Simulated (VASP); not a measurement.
# PbF2 (Fm-3m) in VASP: single point with PBEsol

Aim: the single point of PbF2 with PBEsol.

All numbers are computed with VASP 6.6.1; they aren't measurements. Logs are shortened: lines on timing, memory, paths and dates and some standing lists are left out, and cuts for length are marked.

## 1. The cell of the first run

It takes space group Fm-3m (No. 225, cubic). Conventional cell: a = 5.986 Å, b = 5.986 Å, c = 5.986 Å, α = 90.00°, β = 90.00°, γ = 90.00°. Within 3.4 Å of Pb (site symmetry m-3m) lie 8 F at 2.59 Å. F (site symmetry -43m) has 4 Pb at 2.59 Å and 6 F at 2.99 Å within 3.4 Å.

## 2. Single point, PBEsol

INCAR

```
  PREC = Accurate
  ENCUT = 520
  EDIFF = 1E-6
  ISMEAR = 0
  SIGMA = 0.05
  LREAL = False
  LASPH = True
  NELM = 80
  ALGO = Normal
  ISIF = 2
  LWAVE = False
  LCHARG = False
  GGA = PS
  NBANDS = 21
```

KPOINTS

```
Automatic mesh
0
Gamma
  10 10 10
```

POSCAR

```
PbF2
1.0
    0.0000000000      2.9928337291      2.9928337291
    2.9928337291      0.0000000000      2.9928337291
    2.9928337291      2.9928337291      0.0000000000
Pb F
1 2
Direct
    0.0000000000      0.0000000000      0.0000000000
    0.2500000000      0.2500000000      0.2500000000
    0.7500000000      0.7500000000      0.7500000000
```

Potentials or basis: VASP PAW PBE potentials, release 64 (Pb_d, F).

The run is started by

```sh
> cat potpaw_PBE.64/Pb_d/POTCAR potpaw_PBE.64/F/POTCAR > POTCAR
> mpirun -np 1 vasp_std > vasp.out
```

OUTCAR:

```text
PREC = Accurate
   ENCUT = 520
   EDIFF = 1E-6
   ISMEAR = 0
   LREAL = False
   LASPH = True
   NELM = 80
   ISIF = 2
   GGA = PS

 ion  position               nearest neighbor table
   1  0.000  0.000  0.000-   2 2.59   3 2.59   3 2.59   3 2.59   3 2.59   2 2.59   2 2.59   2 2.59

   2  0.250  0.250  0.250-   1 2.59   1 2.59   1 2.59   1 2.59
   3  0.750  0.750  0.750-   1 2.59   1 2.59   1 2.59   1 2.59

  LATTYP: Found a face centered cubic cell.
 ALAT       =     5.9856674582

  Lattice vectors:

 A1 = (   0.0000000000,   2.9928337291,   2.9928337291)
 A2 = (   2.9928337291,   0.0000000000,   2.9928337291)
 A3 = (   2.9928337291,   2.9928337291,   0.0000000000)

Analysis of symmetry for initial positions (statically):
=====================================================================
 Subroutine PRICEL returns:
 Original cell was already a primitive cell.

 Routine SETGRP: Setting up the symmetry group for a
 face centered cubic supercell.

 Subroutine GETGRP returns: Found 48 space group operations
 (whereof 48 operations were pure point group operations)
 out of a pool of 48 trial point group operations.

The static configuration has the point symmetry O_h .

Analysis of symmetry for dynamics (positions and initial velocities):
=====================================================================
 Subroutine PRICEL returns:
 Original cell was already a primitive cell.

 Routine SETGRP: Setting up the symmetry group for a
 face centered cubic supercell.

 Subroutine GETGRP returns: Found 48 space group operations
 (whereof 48 operations were pure point group operations)
 out of a pool of 48 trial point group operations.

The dynamic configuration has the point symmetry O_h .

 Subroutine INISYM returns: Found 48 space group operations
 (whereof 48 operations are pure point group operations),
 and found     1 'primitive' translations

----------------------------------------------------------------------------------------

                                     Primitive cell

  volume of cell :      53.6139

  direct lattice vectors                    reciprocal lattice vectors
     0.000000000  2.992833729  2.992833729    -0.167065746  0.167065746  0.167065746
     2.992833729  0.000000000  2.992833729     0.167065746 -0.167065746  0.167065746
     2.992833729  2.992833729  0.000000000     0.167065746  0.167065746 -0.167065746

  length of vectors
     4.232506050  4.232506050  4.232506050     0.289366361  0.289366361  0.289366361

  position of ions in fractional coordinates (direct lattice)
     0.000000000  0.000000000  0.000000000
     0.250000000  0.250000000  0.250000000
     0.750000000  0.750000000  0.750000000

  ion indices of the primitive-cell ions
   primitive index   ion index
                 1           1
                 2           2
                 3           3

----------------------------------------------------------------------------------------

 KPOINTS: Automatic mesh

Automatic generation of k-mesh.
 Grid dimensions read from file:
 generate k-points for:   10   10   10

 Generating k-lattice:

  Cartesian coordinates                     Fractional coordinates (reciprocal lattice)
    -0.016706575  0.016706575  0.016706575     0.100000000  0.000000000  0.000000000
     0.016706575 -0.016706575  0.016706575     0.000000000  0.100000000  0.000000000
     0.016706575  0.016706575 -0.016706575     0.000000000  0.000000000  0.100000000

  Length of vectors
     0.028936636  0.028936636  0.028936636

  Shift w.r.t. Gamma in fractional coordinates (k-lattice)
     0.000000000  0.000000000  0.000000000

 Subroutine IBZKPT returns following result:
 ===========================================

 Found     47 irreducible k-points:

 Following reciprocal coordinates:
            Coordinates               Weight
  0.000000  0.000000  0.000000      1.000000
  0.100000  0.000000  0.000000      8.000000
  0.200000  0.000000  0.000000      8.000000
  0.300000  0.000000  0.000000      8.000000
  0.400000  0.000000  0.000000      8.000000
  0.500000  0.000000  0.000000      4.000000
[... 16 lines left out ...]
  0.300000  0.300000  0.000000      6.000000
  0.400000  0.300000  0.000000     24.000000
 [... further k-points ...]
   k-points           NKPTS =     47   k-points in BZ     NKDIM =     47   number of bands    NBANDS=     21
   number of dos      NEDOS =    301   number of ions     NIONS =      3
   total plane-waves  NPLWV =  32768
   dimension x,y,z NGX =    32 NGY =   32 NGZ =   32
   dimension x,y,z NGXF=    64 NGYF=   64 NGZF=   64
   ions per type =               1   2
   NGX,Y,Z   is equivalent  to a cutoff of  12.57, 12.57, 12.57 a.u.
   NGXF,Y,Z  is equivalent  to a cutoff of  25.14, 25.14, 25.14 a.u.
 SYSTEM =  unknown system
   PREC   = accura    normal or accurate (medium, high low for compatibility)
   ISTART =      0    job   : 0-new  1-cont  2-samecut
   ICHARG =      2    charge: 1-file 2-atom 10-const
   ISPIN  =      1    spin polarized calculation?
   LNONCOLLINEAR =      F non collinear calculations
   LSORBIT =      F    spin-orbit coupling
   LASPH  =      T    aspherical Exc in radial PAW
   ENCUT  =  520.0 eV  38.22 Ry    6.18 a.u.   7.87  7.87  7.87*2*pi/ulx,y,z
   NELM   =     80;   NELMIN=  2; NELMDL= -5     # of ELM steps
   EDIFF  = 0.1E-05   stopping-criterion for ELM
   LREAL  =      F    real-space projection
   EDIFFG = 0.1E-04   stopping-criterion for IOM
   NSW    =      0    number of steps for IOM
   IBRION =     -1    ionic relax: 0-MD 1-quasi-New 2-CG
   NFREE  =      0    steps in history (QN), initial steepest desc. (CG)
   ISIF   =      2    stress and relaxation
   ISYM   =      2    0-nonsym 1-usesym 2-fastsym
   POTIM  = 0.5000    time-step for ionic-motion
   TEBEG  =    0.0;   TEEND  =   0.0 temperature during run
   PSTRESS=    0.0 pullay stress
   NELECT =      28.0000    total number of electrons
   NUPDOWN=      -1.0000    fix difference up-down
   EMIN   =  10.00;   EMAX   =-10.00  energy-range for DOS
   EFERMI =   0.00;   METHOD = LEGACY
   ISMEAR =     0;   SIGMA  =   0.05  broadening in eV -4-tet -1-fermi 0-gaus
   EFERMI_NEDOS =   21; number of points for ismear=-14 and -15
   IALGO  =     38    algorithm
   IMIX   =      4    mixing-type and parameters
     AMIX     =   0.40;   BMIX     =  1.00
     AMIX_MAG =   1.60;   BMIX_MAG =  1.00
  volume/ion in A,a.u.               =      17.87       120.60
  Fermi-wavevector in a.u.,A,eV,Ry     =   1.318363  2.491344 23.648018  1.738080
  Thomas-Fermi vector in A             =   2.448338
   LORBIT       =      0    0 simple, 1 ext, 2 COOP (PROOUT), +10 PAW based schemes
   GGA     = PS    functional components
   LHFCALC =     F    Hartree Fock is set to
   AEXX    =    0.0000 exact exchange contribution
   IVDW    =     0    specifies the selected vdW correction
   LEPSILON=     F    determine dielectric tensor
   LRPA    =     F    only Hartree local field effects (RPA)
 non-spin polarized calculation
 Gauss-broadening in eV      SIGMA  =   0.05
  energy-cutoff  :      520.00
  volume of cell :       53.61
 maximum number of plane-waves:      1459
   NGX = 15   NGY = 15   NGZ = 15

 number of electron      28.0000027 magnetization

 Free energy of the ion-electron system (eV)
  ---------------------------------------------------
  ext. energy  EPLUGINS =         0.00000000
  ---------------------------------------------------
  free energy    TOTEN  =       -14.91526086 eV

  energy without entropy =      -14.91526086  energy(sigma->0) =      -14.91526086

 E-fermi :   1.6919     XC(G=0):  -9.5080

 val. band max:        1.3781126119   @ k =   0.5000   0.0000   0.0000
 cond. band min:       5.6922630714   @ k =   0.5000   0.5000   0.0000
 fundamental gap:      4.3141504596
 Fermi energy:         1.6918737191

 k-point     1 :       0.0000    0.0000    0.0000
  band No.  band energies     occupation
      1     -19.3569      2.00000
      2     -18.7684      2.00000
      3     -12.9502      2.00000
      4     -12.9502      2.00000
      5     -12.9502      2.00000
      6     -12.8991      2.00000
[... 13 lines left out ...]
     20      16.2996      0.00000
     21      18.5375      0.00000

 k-point     2 :       0.1000    0.0000    0.0000
  band No.  band energies     occupation
      1     -19.3385      2.00000
      2     -18.7845      2.00000
      3     -12.9464      2.00000
      4     -12.9464      2.00000
      5     -12.9310      2.00000
      6     -12.8991      2.00000
[... 13 lines left out ...]
     20      16.0121      0.00000
     21      18.2361      0.00000

 k-point     3 :       0.2000    0.0000    0.0000
  band No.  band energies     occupation
      1     -19.2874      2.00000
      2     -18.8301      2.00000
      3     -12.9387      2.00000
      4     -12.9387      2.00000
      5     -12.8969      2.00000
      6     -12.8969      2.00000
[... 13 lines left out ...]
     20      15.5386      0.00000
     21      17.3189      0.00000

 k-point     4 :       0.3000    0.0000    0.0000
  band No.  band energies     occupation
      1     -19.2153      2.00000
      2     -18.8943      2.00000
      3     -12.9346      2.00000
      4     -12.9346      2.00000
      5     -12.8887      2.00000
      6     -12.8887      2.00000
[... 13 lines left out ...]
     20      15.1858      0.00000
     21      16.3441      0.00000

 k-point     5 :       0.4000    0.0000    0.0000
  band No.  band energies     occupation
      1     -19.1375      2.00000
      2     -18.9644      2.00000
      3     -12.9350      2.00000
      4     -12.9350      2.00000
      5     -12.8783      2.00000
      6     -12.8783      2.00000
[... 13 lines left out ...]
     20      14.9981      0.00000
     21      15.6189      0.00000

 k-point     6 :       0.5000    0.0000    0.0000
  band No.  band energies     occupation
      1     -19.0839      2.00000
      2     -19.0154      2.00000
      3     -12.9357      2.00000
      4     -12.9357      2.00000
      5     -12.8738      2.00000
      6     -12.8738      2.00000
[... 13 lines left out ...]
     20      14.9432      0.00000
     21      15.3414      0.00000

 k-point     7 :       0.1000    0.1000    0.0000
  band No.  band energies     occupation
      1     -19.3323      2.00000
      2     -18.7900      2.00000
      3     -12.9428      2.00000
      4     -12.9428      2.00000
      5     -12.9288      2.00000
      6     -12.9018      2.00000
[... 13 lines left out ...]
     20      16.3938      0.00000
     21      18.1570      0.00000
[... 291 lines left out ...]
      1     -19.0724      2.00000
      2     -19.0195      2.00000
      3     -12.9182      2.00000
      4     -12.9151      2.00000
      5     -12.8806      2.00000
      6     -12.8505      2.00000
[... 13 lines left out ...]
     20      16.4908      0.00000
     21      17.8104      0.00000

 k-point    21 :      -0.3000    0.2000    0.0000
  band No.  band energies     occupation
      1     -19.1315      2.00000
      2     -18.9658      2.00000
      3     -12.9166      2.00000
      4     -12.9148      2.00000
      5     -12.8947      2.00000
      6     -12.8539      2.00000
[... 13 lines left out ...]
     20      16.3459      0.00000
     21      18.0410      0.00000

 k-point    22 :      -0.2000    0.2000    0.0000
  band No.  band energies     occupation
      1     -19.1959      2.00000
      2     -18.9096      2.00000
      3     -12.9206      2.00000
      4     -12.9186      2.00000
      5     -12.9035      2.00000
      6     -12.8714      2.00000
[... 13 lines left out ...]
     20      15.9746      0.00000
     21      18.0804      0.00000

 k-point    23 :       0.3000    0.3000    0.0000
  band No.  band energies     occupation
      1     -19.1859      2.00000
      2     -18.9150      2.00000
      3     -12.9191      2.00000
      4     -12.8988      2.00000
      5     -12.8988      2.00000
      6     -12.8845      2.00000
[... 13 lines left out ...]
     20      17.1132      0.00000
     21      17.8672      0.00000

 k-point    24 :       0.4000    0.3000    0.0000
  band No.  band energies     occupation
      1     -19.1415      2.00000
      2     -18.9514      2.00000
      3     -12.9229      2.00000
      4     -12.8939      2.00000
      5     -12.8818      2.00000
      6     -12.8775      2.00000
[... 13 lines left out ...]
     20      17.0389      0.00000
     21      18.2891      0.00000

 [... further k-points ...]

------------------------ aborting loop because EDIFF is reached ----------------------------------------

  FORCE on cell =-STRESS in cart. coord.  units (eV):
  Direction    XX          YY          ZZ          XY          YZ          ZX
  --------------------------------------------------------------------------------------
  -------------------------------------------------------------------------------------
  Total       -1.0823377     -1.0823377     -1.0823377      0.0000000     -0.0000000     -0.0000000
  in kB      -32.3441392    -32.3441392    -32.3441392      0.0000000     -0.0000000     -0.0000000
  external PRESSURE =     -32.3441392 kB  Pullay stress =       0.0000000 kB

 VOLUME and BASIS-vectors are now :
 -----------------------------------------------------------------------------
  energy-cutoff  :      520.00
  volume of cell :       53.61
      direct lattice vectors                 reciprocal lattice vectors
     0.000000000  2.992833729  2.992833729    -0.167065746  0.167065746  0.167065746
     2.992833729  0.000000000  2.992833729     0.167065746 -0.167065746  0.167065746
     2.992833729  2.992833729  0.000000000     0.167065746  0.167065746 -0.167065746

 POSITION                                       TOTAL-FORCE (eV/Angst)
 -----------------------------------------------------------------------------------
      0.00000      0.00000      0.00000         0.000000     -0.000000      0.000000
      1.49642      1.49642      1.49642        -0.000000     -0.000000     -0.000000
      4.48925      4.48925      4.48925         0.000000      0.000000      0.000000
 -----------------------------------------------------------------------------------
    total drift:                                0.000000     -0.000000      0.000000

  FREE ENERGIE OF THE ION-ELECTRON SYSTEM (eV)
  ---------------------------------------------------
  free  energy   TOTEN  =       -14.9152608580 eV

  energy  without entropy=      -14.9152608580  energy(sigma->0) =      -14.91526086
```

Wall time 65 s (1 thread of Oxide Virtual Turin-like, shared host); peak memory 0.16 GiB.

What came out:

```yaml
Free_energy: -14.9153 eV
Pressure: -3.2 GPa
Band_gap_on_the_k_mesh: 4.31 eV (least direct gap 4.46 eV)
```

Levels at points of the mesh, in eV from the valence-band top:
```csv
k point,band 11,band 12,band 13,band 14,band 15,band 16,band 17,band 18
"(0.00, 0.00, 0.00)",-2.28,-1.79,-1.79,-1.79,6.65,6.65,6.65,10.45
"(0.50, 0.00, 0.00)",-2.48,-1.96,-1.96,0.00,4.95,7.50,7.50,13.05
"(0.50, 0.50, 0.00)",-1.38,-1.38,-1.37,-0.14,4.31,7.72,7.72,8.90
```

Caveat: the cell stands under tension; the PAW data sets were made with another functional, which shifts forces and pressure a little; spin-orbit coupling is left out, which moves the levels of the heavy elements. A k mesh can miss the band edges.
